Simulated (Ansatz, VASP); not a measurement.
## In2O3: VASP beside Ansatz

INCAR

```
SYSTEM = In2O3
ALGO = Normal ; EDIFF = 1E-6
ENCUT = 520 ; GGA = PE
ISIF = 2 ; ISMEAR = -1
LASPH = .True. ; LCHARG = .False.
LREAL = .False. ; LWAVE = .False.
NBANDS = 55 ; NELM = 60
PREC = Accurate ; SIGMA = 0.02
```

The input KPOINTS:

```
k-points
0
Gamma
  6 6 6
  0 0 0
```

The input POSCAR:

```
In2O3
1.0
    2.6712875109      1.5422685635      5.0142348488
   -2.6712875109      1.5422685635      5.0142348488
    0.0000000000     -3.0845371270      5.0142348488
In O
4 6
Direct
    0.6456207320      0.6456207320      0.6456207320
    0.8543792680      0.8543792680      0.8543792680
    0.3543792680      0.3543792680      0.3543792680
    0.1456207320      0.1456207320      0.1456207320
    0.0477465865      0.7500000000      0.4522534135
    0.7500000000      0.4522534135      0.0477465865
    0.4522534135      0.0477465865      0.7500000000
    0.9522534135      0.2500000000      0.5477465865
    0.5477465865      0.9522534135      0.2500000000
    0.2500000000      0.5477465865      0.9522534135
```

Input for Ansatz:

```yaml
crystal:
  lattice:
    - [2.6712875109, 1.5422685635, 5.0142348488]
    - [-2.6712875109, 1.5422685635, 5.0142348488]
    - [0.0, -3.084537127, 5.0142348488]
  atoms:
    - { symbol: In, position: [0.645620732, 0.645620732, 0.645620732] }
    - { symbol: In, position: [0.854379268, 0.854379268, 0.854379268] }
    - { symbol: In, position: [0.354379268, 0.354379268, 0.354379268] }
    - { symbol: In, position: [0.145620732, 0.145620732, 0.145620732] }
    - { symbol: O, position: [0.0477465865, 0.75, 0.4522534135] }
    - { symbol: O, position: [0.75, 0.4522534135, 0.0477465865] }
    - { symbol: O, position: [0.4522534135, 0.0477465865, 0.75] }
    - { symbol: O, position: [0.9522534135, 0.25, 0.5477465865] }
    - { symbol: O, position: [0.5477465865, 0.9522534135, 0.25] }
    - { symbol: O, position: [0.25, 0.5477465865, 0.9522534135] }
kpoints:
  mp_grid: { grid: [6, 6, 6] }
  band_path:
    path:
      - [0.0, 0.0, 0.0]
      - [0.5, 0.5, 0.5]
      - [0.7617877973, 0.2382122027, 0.5]
      - [0.5, -0.2382122027, 0.2382122027]
      - [0.5, 0.0, 0.0]
      - [0.3691061014, -0.3691061014, 0.0]
      - [0.6308938986, 0.0, 0.3691061014]
      - [0.5, 0.0, 0.5]
    npoints: 1
hamiltonian:
  xc: pbe
scf:
  occupations: { method: fermi_dirac, width: 0.02 }
  n_extra_bands: 6
output:
  forces: true
  stress: true
  eigenvalues: true
  write_density: true
  write_potential: true
  elf: true
  volumetric_format: npy
```

Change from the starting cell: epitaxial_xy strain -3.0%.

Alike in both runs: task single point; functional PBE; k mesh 6 × 6 × 6; occupations fermi-dirac, width 0.02 eV; no spin polarisation.

```csv
,VASP,Ansatz
version,VASP 6.6.1,Ansatz 0.2.0
potentials or method,"VASP PAW PBE potentials, release 64 (In_d, O)","plane waves, PAW"
plane-wave cutoff (eV),520,420
valence electrons in the cell,88,88
```

VASP gave:

| Property | Result |
| --- | --- |
| gap on the k mesh at the Fermi level (eV) | 1.35 |
| pressure (GPa) | 13.9 |
| traceless stress, the component that is largest in VASP (GPa) | -6.79 |
| rms of the force components (eV/Å) | 0.027 |

What did Ansatz give for the same quantities?

gap on the k mesh at the Fermi level (eV): 1.36; pressure (GPa): 13.3; traceless stress, the component that is largest in VASP (GPa): -6.71; rms of the force components (eV/Å): 0.032.

Atom by atom the forces differ by 0.008 eV/Å (rms over components).
